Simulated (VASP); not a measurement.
# SrO in VASP: a series of runs

SrO is run at these levels: PBE; tasks: single point.

All numbers are computed with VASP 6.6.1; they aren't measurements. Logs are shortened: lines on timing, memory, paths and dates and some standing lists are left out, and cuts for length are marked.

## 1. The cell of the first run

It takes space group Fm-3m (No. 225, cubic). The conventional cell has a = 5.294 Å, b = 5.294 Å, c = 5.294 Å, α = 90.00°, β = 90.00°, γ = 90.00°. Within 3.5 Å of Sr (site symmetry m-3m) lie 6 O at 2.65 Å. O (site symmetry m-3m) has 6 Sr at 2.65 Å within 3.5 Å.

## 2. Single point, PBE (strain +0.030 along x and y, +0.030 along z)

INCAR reads:

```
SYSTEM = SrO
PREC = Accurate ; ENCUT = 520
EDIFF = 1E-7 ; ISMEAR = 0
SIGMA = 0.05 ; LREAL = .False.
LASPH = .True. ; NELM = 60
ALGO = Normal ; ISIF = 2
LWAVE = .False. ; LCHARG = .True.
GGA = PE ; LELF = .True.
LVHAR = .True. ; NBANDS = 15
```

KPOINTS reads:

```
regular mesh
0
Gamma
  8 8 8
  0 0 0
```

POSCAR reads:

```
SrO
1.0
    0.0000000000      2.6468940000      2.6468940000
    2.6468940000      0.0000000000      2.6468940000
    2.6468940000      2.6468940000      0.0000000000
Sr O
1 1
Direct
    0.0000000000      0.0000000000      0.0000000000
    0.5000000000      0.5000000000      0.5000000000
```

Potentials or basis: VASP PAW PBE potentials, release 64 (Sr_sv, O).

Launch:

```console
$ cat potpaw_PBE.64/Sr_sv/POTCAR potpaw_PBE.64/O/POTCAR > POTCAR
$ mpirun -np 1 vasp_std > vasp.out
```

OUTCAR:

```text
SYSTEM = SrO
   PREC = Accurate
   ENCUT = 520
   EDIFF = 1E-7
   ISMEAR = 0
   LREAL = .False.
   LASPH = .True.
   NELM = 60
   ISIF = 2
   GGA = PE

 ion  position               nearest neighbor table
   1  0.000  0.000  0.000-   2 2.65   2 2.65   2 2.65   2 2.65   2 2.65   2 2.65
   2  0.500  0.500  0.500-   1 2.65   1 2.65   1 2.65   1 2.65   1 2.65   1 2.65

  LATTYP: Found a face centered cubic cell.
 ALAT       =     5.2937880000

  Lattice vectors:

 A1 = (   0.0000000000,   2.6468940000,   2.6468940000)
 A2 = (   2.6468940000,   0.0000000000,   2.6468940000)
 A3 = (   2.6468940000,   2.6468940000,   0.0000000000)

Analysis of symmetry for initial positions (statically):
=====================================================================
 Subroutine PRICEL returns:
 Original cell was already a primitive cell.

 Routine SETGRP: Setting up the symmetry group for a
 face centered cubic supercell.

 Subroutine GETGRP returns: Found 48 space group operations
 (whereof 48 operations were pure point group operations)
 out of a pool of 48 trial point group operations.

The static configuration has the point symmetry O_h .

Analysis of symmetry for dynamics (positions and initial velocities):
=====================================================================
 Subroutine PRICEL returns:
 Original cell was already a primitive cell.

 Routine SETGRP: Setting up the symmetry group for a
 face centered cubic supercell.

 Subroutine GETGRP returns: Found 48 space group operations
 (whereof 48 operations were pure point group operations)
 out of a pool of 48 trial point group operations.

The dynamic configuration has the point symmetry O_h .

 Subroutine INISYM returns: Found 48 space group operations
 (whereof 48 operations are pure point group operations),
 and found     1 'primitive' translations

----------------------------------------------------------------------------------------

                                     Primitive cell

  volume of cell :      37.0885

  direct lattice vectors                    reciprocal lattice vectors
     0.000000000  2.646894000  2.646894000    -0.188900651  0.188900651  0.188900651
     2.646894000  0.000000000  2.646894000     0.188900651 -0.188900651  0.188900651
     2.646894000  2.646894000  0.000000000     0.188900651  0.188900651 -0.188900651

  length of vectors
     3.743273393  3.743273393  3.743273393     0.327185525  0.327185525  0.327185525

  position of ions in fractional coordinates (direct lattice)
     0.000000000  0.000000000  0.000000000
     0.500000000  0.500000000  0.500000000

  ion indices of the primitive-cell ions
   primitive index   ion index
                 1           1
                 2           2

----------------------------------------------------------------------------------------

 KPOINTS: regular mesh

Automatic generation of k-mesh.
 Grid dimensions read from file:
 generate k-points for:    8    8    8

 Generating k-lattice:

  Cartesian coordinates                     Fractional coordinates (reciprocal lattice)
    -0.023612581  0.023612581  0.023612581     0.125000000  0.000000000  0.000000000
     0.023612581 -0.023612581  0.023612581     0.000000000  0.125000000  0.000000000
     0.023612581  0.023612581 -0.023612581     0.000000000  0.000000000  0.125000000

  Length of vectors
     0.040898191  0.040898191  0.040898191

  Shift w.r.t. Gamma in fractional coordinates (k-lattice)
     0.000000000  0.000000000  0.000000000

 Subroutine IBZKPT returns following result:
 ===========================================

 Found     29 irreducible k-points:

 Following reciprocal coordinates:
            Coordinates               Weight
  0.000000  0.000000  0.000000      1.000000
  0.125000  0.000000  0.000000      8.000000
  0.250000  0.000000  0.000000      8.000000
  0.375000  0.000000  0.000000      8.000000
  0.500000  0.000000  0.000000      4.000000
  0.125000  0.125000  0.000000      6.000000
[... 16 lines left out ...]
  0.500000  0.250000  0.125000     48.000000
 -0.375000  0.250000  0.125000     24.000000
 [... further k-points ...]
   k-points           NKPTS =     29   k-points in BZ     NKDIM =     29   number of bands    NBANDS=     15
   number of dos      NEDOS =    301   number of ions     NIONS =      2
   total plane-waves  NPLWV =  21952
   dimension x,y,z NGX =    28 NGY =   28 NGZ =   28
   dimension x,y,z NGXF=    56 NGYF=   56 NGZF=   56
   ions per type =               1   1
   NGX,Y,Z   is equivalent  to a cutoff of  12.44, 12.44, 12.44 a.u.
   NGXF,Y,Z  is equivalent  to a cutoff of  24.87, 24.87, 24.87 a.u.
 SYSTEM =  SrO
   PREC   = accura    normal or accurate (medium, high low for compatibility)
   ISTART =      0    job   : 0-new  1-cont  2-samecut
   ICHARG =      2    charge: 1-file 2-atom 10-const
   ISPIN  =      1    spin polarized calculation?
   LNONCOLLINEAR =      F non collinear calculations
   LSORBIT =      F    spin-orbit coupling
   LASPH  =      T    aspherical Exc in radial PAW
   ENCUT  =  520.0 eV  38.22 Ry    6.18 a.u.   6.96  6.96  6.96*2*pi/ulx,y,z
   NELM   =     60;   NELMIN=  2; NELMDL= -5     # of ELM steps
   EDIFF  = 0.1E-06   stopping-criterion for ELM
   LREAL  =      F    real-space projection
   EDIFFG = 0.1E-05   stopping-criterion for IOM
   NSW    =      0    number of steps for IOM
   IBRION =     -1    ionic relax: 0-MD 1-quasi-New 2-CG
   NFREE  =      0    steps in history (QN), initial steepest desc. (CG)
   ISIF   =      2    stress and relaxation
   ISYM   =      2    0-nonsym 1-usesym 2-fastsym
   POTIM  = 0.5000    time-step for ionic-motion
   TEBEG  =    0.0;   TEEND  =   0.0 temperature during run
   PSTRESS=    0.0 pullay stress
   NELECT =      16.0000    total number of electrons
   NUPDOWN=      -1.0000    fix difference up-down
   EMIN   =  10.00;   EMAX   =-10.00  energy-range for DOS
   EFERMI =   0.00;   METHOD = LEGACY
   ISMEAR =     0;   SIGMA  =   0.05  broadening in eV -4-tet -1-fermi 0-gaus
   EFERMI_NEDOS =   21; number of points for ismear=-14 and -15
   IALGO  =     38    algorithm
   IMIX   =      4    mixing-type and parameters
     AMIX     =   0.40;   BMIX     =  1.00
     AMIX_MAG =   1.60;   BMIX_MAG =  1.00
  volume/ion in A,a.u.               =      18.54       125.14
  Fermi-wavevector in a.u.,A,eV,Ry     =   1.236996  2.337583 20.819077  1.530159
  Thomas-Fermi vector in A             =   2.371581
   LORBIT       =      0    0 simple, 1 ext, 2 COOP (PROOUT), +10 PAW based schemes
   GGA     = PE    functional components
   LHFCALC =     F    Hartree Fock is set to
   AEXX    =    0.0000 exact exchange contribution
   IVDW    =     0    specifies the selected vdW correction
   LEPSILON=     F    determine dielectric tensor
   LRPA    =     F    only Hartree local field effects (RPA)
 non-spin polarized calculation
 Gauss-broadening in eV      SIGMA  =   0.05
  energy-cutoff  :      520.00
  volume of cell :       37.09
 maximum number of plane-waves:      1012
   NGX = 13   NGY = 13   NGZ = 13

 number of electron      16.0000007 magnetization

 Free energy of the ion-electron system (eV)
  ---------------------------------------------------
  ext. energy  EPLUGINS =         0.00000000
  ---------------------------------------------------
  free energy    TOTEN  =       -12.03345677 eV

  energy without entropy =      -12.03345677  energy(sigma->0) =      -12.03345677

 E-fermi :   1.5820     XC(G=0):  -9.6216

 val. band max:        1.2728661853   @ k =   0.0000   0.0000   0.0000
 cond. band min:       4.5697206307   @ k =   0.5000   0.5000   0.0000
 fundamental gap:      3.2968544453
 Fermi energy:         1.5820247024

 k-point     1 :       0.0000    0.0000    0.0000
  band No.  band energies     occupation
      1     -31.4392      2.00000
      2     -13.7078      2.00000
      3     -13.1542      2.00000
      4     -13.1542      2.00000
      5     -13.1542      2.00000
      6       1.2729      2.00000
      7       1.2729      2.00000
      8       1.2729      2.00000
      9       4.6631      0.00000
     10       7.2808      0.00000
     11       7.2808      0.00000
     12       7.2808      0.00000
     13       9.2588      0.00000
     14       9.2588      0.00000
     15      13.5497      0.00000

 k-point     2 :       0.1250    0.0000    0.0000
  band No.  band energies     occupation
      1     -31.4257      2.00000
      2     -14.1060      2.00000
      3     -13.1642      2.00000
      4     -13.1642      2.00000
      5     -12.7914      2.00000
      6       0.8412      2.00000
      7       1.1053      2.00000
      8       1.1053      2.00000
      9       5.3318      0.00000
     10       7.1357      0.00000
     11       7.5571      0.00000
     12       7.5571      0.00000
     13       9.6102      0.00000
     14       9.6102      0.00000
     15      14.4537      0.00000

 k-point     3 :       0.2500    0.0000    0.0000
  band No.  band energies     occupation
      1     -31.3930      2.00000
      2     -14.6250      2.00000
      3     -13.1880      2.00000
      4     -13.1880      2.00000
      5     -12.3574      2.00000
      6       0.0770      2.00000
      7       0.7400      2.00000
      8       0.7400      2.00000
      9       6.7366      0.00000
     10       7.0985      0.00000
     11       8.3030      0.00000
     12       8.3030      0.00000
     13      10.4975      0.00000
     14      10.4975      0.00000
     15      16.1858      0.00000
[... 343 lines left out ...]
 k-point    23 :       0.5000    0.2500    0.1250
  band No.  band energies     occupation
      1     -31.3428      2.00000
      2     -14.7906      2.00000
      3     -13.4276      2.00000
      4     -13.2861      2.00000
      5     -12.3041      2.00000
      6      -0.1722      2.00000
      7       0.4496      2.00000
      8       0.7608      2.00000
      9       6.6370      0.00000
     10       7.9121      0.00000
     11       9.5784      0.00000
     12       9.8538      0.00000
     13      11.6048      0.00000
     14      12.4700      0.00000
     15      14.5359      0.00000

 k-point    24 :      -0.3750    0.2500    0.1250
  band No.  band energies     occupation
      1     -31.3319      2.00000
      2     -14.8480      2.00000
      3     -13.4456      2.00000
      4     -13.3244      2.00000
      5     -12.2744      2.00000
      6      -0.2024      2.00000
      7       0.4909      2.00000
      8       0.5297      2.00000
      9       7.3187      0.00000
     10       7.6527      0.00000
     11       9.8749      0.00000
     12      10.2198      0.00000
     13      12.0774      0.00000
     14      13.3072      0.00000
     15      13.5669      0.00000

 [... further k-points ...]

------------------------ aborting loop because EDIFF is reached ----------------------------------------

  FORCE on cell =-STRESS in cart. coord.  units (eV):
  Direction    XX          YY          ZZ          XY          YZ          ZX
  --------------------------------------------------------------------------------------
  -------------------------------------------------------------------------------------
  Total       -0.8847066     -0.8847066     -0.8847066      0.0000000      0.0000000      0.0000000
  in kB      -38.2181964    -38.2181964    -38.2181964      0.0000000      0.0000000      0.0000000
  external PRESSURE =     -38.2181964 kB  Pullay stress =       0.0000000 kB

 VOLUME and BASIS-vectors are now :
 -----------------------------------------------------------------------------
  energy-cutoff  :      520.00
  volume of cell :       37.09
      direct lattice vectors                 reciprocal lattice vectors
     0.000000000  2.646894000  2.646894000    -0.188900651  0.188900651  0.188900651
     2.646894000  0.000000000  2.646894000     0.188900651 -0.188900651  0.188900651
     2.646894000  2.646894000  0.000000000     0.188900651  0.188900651 -0.188900651

 POSITION                                       TOTAL-FORCE (eV/Angst)
 -----------------------------------------------------------------------------------
      0.00000      0.00000      0.00000         0.000000     -0.000000     -0.000000
      2.64689      2.64689      2.64689        -0.000000      0.000000      0.000000
 -----------------------------------------------------------------------------------
    total drift:                                0.000000      0.000000      0.000000

  FREE ENERGIE OF THE ION-ELECTRON SYSTEM (eV)
  ---------------------------------------------------
  free  energy   TOTEN  =       -12.0334567731 eV

  energy  without entropy=      -12.0334567731  energy(sigma->0) =      -12.03345677
```

It took 8.2 s on 1 thread of Intel Xeon 6975P-C (Granite Rapids), shared host; peak memory 0.16 GiB.

Results:

- Free energy: -12.0335 eV
- Pressure: -3.8 GPa
- Band gap on the k mesh: 3.30 eV, indirect (least direct gap 3.39 eV)

Levels at points of the mesh, in eV from the valence-band top:
| k point | band 6 | band 7 | band 8 | band 9 | band 10 | band 11 |
| --- | --- | --- | --- | --- | --- | --- |
| (0.00, 0.00, 0.00) | 0.00 | 0.00 | 0.00 | 3.39 | 6.01 | 6.01 |
| (0.50, 0.00, 0.00) | -2.01 | -0.98 | -0.98 | 6.17 | 7.77 | 8.35 |
| (0.50, 0.50, 0.00) | -0.56 | -0.14 | -0.14 | 3.30 | 7.16 | 9.60 |

Caveat: the cell differs from its parent crystal (strain +0.030 along x and y, +0.030 along z). A k mesh can miss the band edges.

## 3. Single point, PBE (strain -0.030 along x and y, +0.000 along z)

INCAR reads:

```
SYSTEM = SrO
ALGO = Normal
EDIFF = 1E-6
ENCUT = 520
GGA = PE
ISIF = 2
ISMEAR = 0
LASPH = .TRUE.
LCHARG = .FALSE.
LREAL = .FALSE.
LWAVE = .FALSE.
NBANDS = 15
NELM = 60
PREC = Accurate
SIGMA = 0.05
```

KPOINTS reads:

```
k-points
0
G
  8 8 8
  0 0 0
```

POSCAR reads:

```
SrO
1.0
    0.0000000000      2.4927060000      2.5698000000
    2.4927060000      0.0000000000      2.5698000000
    2.4927060000      2.4927060000      0.0000000000
Sr O
1 1
Direct
    0.0000000000      0.0000000000      0.0000000000
    0.5000000000      0.5000000000      0.5000000000
```

Potentials or basis: VASP PAW PBE potentials, release 64 (Sr_sv, O).

Launch:

```console
$ cat potpaw_PBE.64/Sr_sv/POTCAR potpaw_PBE.64/O/POTCAR > POTCAR
$ mpirun -np 1 vasp_std > vasp.out
```

Run time: 12 s. Hardware: 1 thread of Intel Xeon 6975P-C (Granite Rapids), shared host; peak memory 0.17 GiB.

Results (log left out):

```
Free energy            : -11.9418 eV
Pressure               : 10.7 GPa
Band gap on the k mesh : 3.14 eV, indirect (least direct gap 3.16 eV)
```

Stress tensor (GPa, compression positive):
```
12.64  0.00  0.00
 0.00 12.64  0.00
 0.00  0.00  6.87
```

Levels at points of the mesh, in eV from the valence-band top:
```tsv
k point	band 4	band 5	band 6	band 7	band 8	band 9	band 10	band 11	band 12	band 13
(0.00, 0.00, 0.00)	-13.78	-13.78	-0.13	0.00	0.00	4.37	6.14	6.39	6.39	8.44
(0.50, 0.00, 0.00)	-13.84	-12.55	-2.34	-1.32	-1.31	6.78	8.92	9.15	9.19	12.30
(0.50, 0.50, 0.00)	-14.19	-14.19	-0.49	-0.04	-0.04	3.25	8.25	10.57	10.83	11.55
(0.50, 0.00, 0.50)	-14.29	-14.23	-0.28	-0.19	-0.02	3.14	8.23	10.56	10.94	11.35
```

Caveat: the cell differs from its parent crystal (strain -0.030 along x and y, +0.000 along z).

## 4. Single point, PBE (strain -0.030 along x and y, -0.015 along z)

INCAR reads:

```
PREC = Accurate
ENCUT = 520
EDIFF = 1E-6
ISMEAR = 0
SIGMA = 0.05
LREAL = False
LASPH = True
NELM = 60
ALGO = Normal
ISIF = 2
LWAVE = False
LCHARG = False
GGA = PE
NBANDS = 15
```

KPOINTS reads:

```
Automatic mesh
0
Gamma
  8 8 8
```

POSCAR reads:

```
SrO
1.0
    0.0000000000      2.4927060000      2.5312530000
    2.4927060000      0.0000000000      2.5312530000
    2.4927060000      2.4927060000      0.0000000000
Sr O
1 1
Direct
    0.0000000000      0.0000000000      0.0000000000
    0.5000000000      0.5000000000      0.5000000000
```

Launch:

```console
$ cat potpaw_PBE.64/Sr_sv/POTCAR potpaw_PBE.64/O/POTCAR > POTCAR
$ mpirun -np 1 vasp_std > vasp.out
```

Run time: 13 s. Hardware: 1 thread of Intel Xeon 6975P-C (Granite Rapids), shared host; peak memory 0.17 GiB.

It converged, with:

| Item | Value |
| --- | --- |
| Free energy | -11.9157 eV |
| Pressure | 12.6 GPa |
| Band gap on the k mesh | 3.16 eV, indirect (least direct gap 3.18 eV) |

Stress tensor (GPa, compression positive):
```
13.63  0.00  0.00
 0.00 13.63  0.00
 0.00  0.00 10.43
```

Levels at points of the mesh, in eV from the valence-band top:
| k point | band 6 | band 7 | band 8 | band 9 | band 10 | band 11 |
| --- | --- | --- | --- | --- | --- | --- |
| (0.00, 0.00, 0.00) | -0.07 | 0.00 | 0.00 | 4.53 | 6.27 | 6.39 |
| (0.50, 0.00, 0.00) | -2.35 | -1.32 | -1.32 | 6.87 | 9.07 | 9.27 |
| (0.50, 0.50, 0.00) | -0.38 | -0.03 | -0.03 | 3.22 | 8.39 | 10.68 |
| (0.50, 0.00, 0.50) | -0.26 | -0.11 | -0.02 | 3.16 | 8.39 | 10.67 |

Caveat: the cell differs from its parent crystal (strain -0.030 along x and y, -0.015 along z).

## 5. The runs side by side

```csv
cell,gap on the mesh (eV),pressure (GPa)
"a = 3.743 Å, angles 60.0°, 2 atoms",3.30,-3.8
"a = 3.580, b = 3.580, c = 3.525 Å, angles 60.5, 60.5, 59.0°, 2 atoms",3.14,10.7
"a = 3.553, b = 3.553, c = 3.525 Å, angles 60.3, 60.3, 59.5°, 2 atoms",3.16,12.6
```

Alike in all rows: task single point; level PBE; potentials or basis VASP PAW PBE potentials, release 64 (Sr_sv, O); no spin polarisation; k mesh 8 × 8 × 8; cutoff (eV) 520; smearing gaussian 0.05 eV.

Total energies depend on the potentials used, so only differences within one code and one set of settings carry meaning.
